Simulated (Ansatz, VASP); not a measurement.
# One calculation of SiC, two programs

```
Si C
1.0
     3.07534    0.00000    0.00000
    -1.53767    2.66332    0.00000
     0.00000    0.00000    5.04822
Si C
2 2
Cartesian
  0.0000 1.7755 0.0232
  1.5377 0.8878 2.5473
  0.0000 1.7755 1.9203
  1.5377 0.8878 4.4445
```

Alike in both runs: functional r2SCAN; k mesh 12 × 12 × 6; occupations fermi-dirac, width 0.05 eV; no spin polarisation.

Ansatz relaxed the structure, and its values are those at the end. VASP's run is a single point on that final structure, the one shown.

|  | VASP | Ansatz |
| --- | --- | --- |
| version | VASP 6.6.1 | Ansatz 0.2.0 |
| potentials or method | VASP PAW PBE potentials, release 64 (Si, C) | PAW with Ansatz's default frozen-core files, scalar-relativistic |
| plane-wave cutoff (eV) | 520 | 500 |
| valence electrons in the cell | 16 | 16 |

```csv
,VASP,Ansatz,Ansatz less VASP
pressure (GPa),-0.2,0.0,+0.18
```

VASP's potentials were made for PBE, not for r2SCAN.
